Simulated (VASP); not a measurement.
# LiCl (P6_3mc) in VASP: further runs, part 2 of 2

VASP 6.6.1. The steps go on from the part before.

## (3) Single point, PBE

This run uses another cell than the first one, of 21.00 Å³/atom.

INCAR

```
SYSTEM = LiCl
  PREC = Accurate
  ENCUT = 520
  EDIFF = 1E-6
  ISMEAR = 0
  SIGMA = 0.02
  LREAL = .False.
  LASPH = .True.
  NELM = 80
  ALGO = Normal
  ISIF = 2
  LWAVE = .False.
  LCHARG = .False.
  GGA = PE
  NBANDS = 18
```

KPOINTS

```
Automatic mesh
0
Gamma
  6 6 4
  0 0 0
```

POSCAR

```
LiCl
1.0
    3.9289135854      0.0000000000      0.0000000000
   -1.9644567927      3.4025389742      0.0000000000
    0.0000000000      0.0000000000      6.2836069554
Li Cl
2 2
Direct
    0.3333333333      0.6666666667      0.8155655881
    0.6666666667      0.3333333333      0.3155655881
    0.6666666667      0.3333333333      0.9344812807
    0.3333333333      0.6666666667      0.4344812807
```

Potentials or basis: VASP PAW PBE potentials, release 64 (Li_sv, Cl).

Started as:

```bash
cat potpaw_PBE.64/Li_sv/POTCAR potpaw_PBE.64/Cl/POTCAR > POTCAR
mpirun -np 1 vasp_std > vasp.out
```

Wall time 40 s (1 thread of Oxide Virtual Turin-like, shared host); peak memory 0.16 GiB.

It converged, with:

```
Free energy            : -14.8725 eV
Band gap on the k mesh : 5.94 eV
```

Levels at points of the mesh, in eV from the valence-band top:
```csv
k point,band 7,band 8,band 9,band 10,band 11,band 12,band 13,band 14
"(0.00, 0.00, 0.00)",-0.40,-0.08,-0.08,0.00,5.94,8.17,9.94,9.94
"(0.50, 0.00, 0.00)",-1.14,-0.91,-0.58,-0.34,7.84,7.96,9.07,10.28
"(0.00, 0.00, 0.50)",-0.24,-0.24,-0.24,-0.24,7.24,7.24,10.15,10.15
"(0.50, 0.00, 0.50)",-0.64,-0.64,-0.57,-0.57,7.38,7.38,9.90,9.90
```

Caveat: the cutoff is under 1.25 times the usual one of these potentials, so pressure, stress and relaxed cells hold a basis-set (Pulay) error. A k mesh can miss the band edges.

## (4) Relaxation of cell and atoms, PBE

INCAR

```
PREC = Accurate ; ENCUT = 600
EDIFF = 1E-6 ; ISMEAR = 0
SIGMA = 0.1 ; LREAL = F
LASPH = T ; NELM = 60
ALGO = Normal ; ISIF = 3
LWAVE = F ; LCHARG = F
GGA = PE ; IBRION = 2
NSW = 90 ; EDIFFG = -0.04
```

KPOINTS

```
regular mesh
0
Gamma
  6 6 4
```

POSCAR

```
LiCl
1.0
    3.9336611182      0.0000000000      0.0000000000
   -1.9668305591      3.4066504583      0.0000000000
    0.0000000000      0.0000000000      6.2374193141
Li Cl
2 2
Direct
    0.3333333333      0.6666666667      0.8165986353
    0.6666666667      0.3333333333      0.3165986353
    0.6666666667      0.3333333333      0.9334482335
    0.3333333333      0.6666666667      0.4334482335
```

Potentials or basis: VASP PAW PBE potentials, release 64 (Li_sv, Cl).

Started as:

```bash
cat potpaw_PBE.64/Li_sv/POTCAR potpaw_PBE.64/Cl/POTCAR > POTCAR
mpirun -np 1 vasp_std > vasp.out
```

OUTCAR:

```text
PREC = Accurate
   ENCUT = 600
   EDIFF = 1E-6
   ISMEAR = 0
   LREAL = F
   LASPH = T
   NELM = 60
   ISIF = 3
   GGA = PE
   IBRION = 2
   NSW = 90
   EDIFFG = -0.04

 ion  position               nearest neighbor table
   1  0.333  0.667  0.817-   3 2.39   3 2.39   3 2.39   4 2.39
   2  0.667  0.333  0.317-   4 2.39   4 2.39   4 2.39   3 2.39
   3  0.667  0.333  0.933-   1 2.39   1 2.39   1 2.39   2 2.39
   4  0.333  0.667  0.433-   2 2.39   2 2.39   2 2.39   1 2.39

  LATTYP: Found a hexagonal cell.
 ALAT       =     3.9336611182
[... 554 lines left out ...]
  --------------------------------------------------------------------------------------
  -------------------------------------------------------------------------------------
  Total       -0.0101645     -0.0101645      0.0727184      0.0000000      0.0000000      0.0000000
  in kB       -0.1948360     -0.1948360      1.3938797      0.0000000      0.0000000      0.0000000
  external PRESSURE =       0.3347359 kB  Pullay stress =       0.0000000 kB

 VOLUME and BASIS-vectors are now :
 -----------------------------------------------------------------------------
  energy-cutoff  :      600.00
  volume of cell :       83.59
      direct lattice vectors                 reciprocal lattice vectors
     3.933661118  0.000000000  0.000000000     0.254216103  0.146771735  0.000000000
    -1.966830559  3.406650458  0.000000000     0.000000000  0.293543471  0.000000000
     0.000000000  0.000000000  6.237419314     0.000000000  0.000000000  0.160322715

 POSITION                                       TOTAL-FORCE (eV/Angst)
 -----------------------------------------------------------------------------------
     -0.00000      2.27110      5.09347         0.000000      0.000000     -0.001981
      1.96683      1.13555      1.97476        -0.000000     -0.000000     -0.001981
      1.96683      1.13555      5.82231        -0.000000      0.000000      0.001981
     -0.00000      2.27110      2.70360         0.000000      0.000000      0.001981
 -----------------------------------------------------------------------------------
    total drift:                               -0.000000     -0.000000      0.000414

  FREE ENERGIE OF THE ION-ELECTRON SYSTEM (eV)
  ---------------------------------------------------
  free  energy   TOTEN  =       -14.8720888666 eV

  energy  without entropy=      -14.8720888666  energy(sigma->0) =      -14.87208887

 reached required accuracy - stopping structural energy minimisation
```

CONTCAR:

```text
LiCl
   1.00000000000000
     3.9336611181999999    0.0000000000000000    0.0000000000000000
    -1.9668305590999999    3.4066504583000001    0.0000000000000000
     0.0000000000000000    0.0000000000000000    6.2374193141000003
  Li              Cl
     2     2
Direct
     0.3333333332999970    0.6666666667000030    0.8165986352999965
     0.6666666667000030    0.3333333332999970    0.3165986352999965
     0.6666666667000030    0.3333333332999970    0.9334482335000018
     0.3333333332999970    0.6666666667000030    0.4334482335000018

  0.00000000E+00  0.00000000E+00  0.00000000E+00
  0.00000000E+00  0.00000000E+00  0.00000000E+00
  0.00000000E+00  0.00000000E+00  0.00000000E+00
  0.00000000E+00  0.00000000E+00  0.00000000E+00
```

It took 41 s on 1 thread of Oxide Virtual Turin-like, shared host; peak memory 0.18 GiB.

Results:

- Free energy: -14.8721 eV
- Pressure after relaxing: 0.0 GPa
- Band gap on the k mesh: 5.93 eV

Stress tensor (GPa, compression positive):
```
-0.02  0.00  0.00
 0.00 -0.02  0.00
 0.00  0.00  0.14
```

Final structure:
```yaml
crystal:
  lattice:
    - [3.93366, 0.00000, 0.00000]
    - [-1.96683, 3.40665, 0.00000]
    - [0.00000, 0.00000, 6.23742]
  atoms:
    - { symbol: Li, position: [0.33333, 0.66667, 0.81660] }
    - { symbol: Li, position: [0.66667, 0.33333, 0.31660] }
    - { symbol: Cl, position: [0.66667, 0.33333, 0.93345] }
    - { symbol: Cl, position: [0.33333, 0.66667, 0.43345] }
```

Caveat: the cutoff is under 1.25 times the usual one of these potentials, so pressure, stress and relaxed cells hold a basis-set (Pulay) error. A k mesh can miss the band edges.

## (5) Relaxation of cell and atoms, PBE

INCAR

```
ALGO = Normal
EDIFF = 1E-6
EDIFFG = -0.01
ENCUT = 600
GGA = PE
IBRION = 2
ISIF = 3
ISMEAR = 0
LASPH = True
LCHARG = False
LREAL = False
LWAVE = False
NELM = 80
NSW = 100
PREC = Accurate
SIGMA = 0.02
```

KPOINTS

```
k-points
0
Gamma
  6 6 4
```

POSCAR is that of step 4.

Started as:

```bash
cat potpaw_PBE.64/Li_sv/POTCAR potpaw_PBE.64/Cl/POTCAR > POTCAR
mpirun -np 1 vasp_std > vasp.out
```

Wall time 60 s (1 thread of Oxide Virtual Turin-like, shared host); peak memory 0.18 GiB.

The run converged. Its results:

| Property | Result |
| --- | --- |
| Free energy | -14.8722 eV |
| Relaxed volume | 20.94 Å³/atom |
| Relaxed cell | a = 3.932 Å, b = 3.932 Å, c = 6.257 Å, α = 90.00°, β = 90.00°, γ = 120.00° |
| Space group after relaxing (to 0.1 Å) | P6_3mc (No. 186) |
| Energy gained by relaxing | 0.0 meV/atom |
| Ionic steps | 3 |
| Pressure after relaxing | 0.0 GPa |
| Largest force after relaxing | 0.010 eV/Å |
| Band gap on the k mesh | 5.93 eV |

Forces in eV/Å, atoms in the order of the input:
```
Li   0.000  0.000 -0.010
Li   0.000  0.000 -0.010
Cl   0.000  0.000  0.010
Cl   0.000  0.000  0.010
```

The path:
| step | energy change (eV) | largest force (eV/Å) | pressure (GPa) | volume (Å³) |
| --- | --- | --- | --- | --- |
| 1 | 0.0000 | 0.0020 | 0.03 | 83.59 |
| 2 | -0.0001 | 0.0041 | 0.02 | 83.64 |
| 3 | -0.0001 | 0.0095 | -0.03 | 83.77 |

Final structure:
```
Li Cl
1.0
     3.93195    0.00000    0.00000
    -1.96598    3.40517    0.00000
     0.00000    0.00000    6.25683
Li Cl
2 2
Direct
  0.33333 0.66667 0.81654
  0.66667 0.33333 0.31654
  0.66667 0.33333 0.93350
  0.33333 0.66667 0.43350
```

Levels at points of the mesh, in eV from the valence-band top:
```csv
k point,band 6,band 7,band 8,band 9,band 10,band 11,band 12,band 13,band 14
"(0.00, 0.00, 0.00)",-0.43,-0.43,-0.10,-0.10,0.00,5.93,8.16,9.90,9.90
"(0.50, 0.00, 0.00)",-1.38,-1.16,-0.94,-0.59,-0.37,7.84,7.95,9.06,10.28
"(0.00, 0.00, 0.50)",-1.14,-0.27,-0.27,-0.27,-0.27,7.24,7.24,10.11,10.11
"(0.50, 0.00, 0.50)",-1.84,-0.67,-0.67,-0.58,-0.58,7.37,7.37,9.88,9.88
```

Caveat: the cutoff is under 1.25 times the usual one of these potentials, so pressure, stress and relaxed cells hold a basis-set (Pulay) error. A k mesh can miss the band edges.

## (6) The runs side by side

| task | cell | cutoff (eV) | smearing | gap on the mesh (eV) | pressure (GPa) | relaxed volume (Å³/atom) |
| --- | --- | --- | --- | --- | --- | --- |
| single point | a = 3.934, b = 3.934, c = 6.237 Å, angles 90.0, 90.0, 120.0°, 4 atoms, atomic positions A | 520 | gaussian 0.1 eV | 5.93 | - | - |
| single point | a = 3.929, b = 3.929, c = 6.284 Å, angles 90.0, 90.0, 120.0°, 4 atoms, atomic positions B | 520 | gaussian 0.02 eV | 5.94 | - | - |
| relaxation of cell and atoms | relaxed from a = 3.934, b = 3.934, c = 6.237 Å, angles 90.0, 90.0, 120.0°, 4 atoms, atomic positions A | 600 | gaussian 0.1 eV | 5.93 | 0.0 | 20.90 |
| relaxation of cell and atoms | relaxed from a = 3.934, b = 3.934, c = 6.237 Å, angles 90.0, 90.0, 120.0°, 4 atoms, atomic positions A | 600 | gaussian 0.02 eV | 5.93 | 0.0 | 20.94 |

Alike in all rows: level PBE; potentials or basis VASP PAW PBE potentials, release 64 (Li_sv, Cl); no spin polarisation; k mesh 6 × 6 × 4.

Caveats: the cutoff is under 1.25 times the usual one of these potentials, so pressure, stress and relaxed cells hold a basis-set (Pulay) error.

Absolute energies hang on the potentials; compare differences alone.
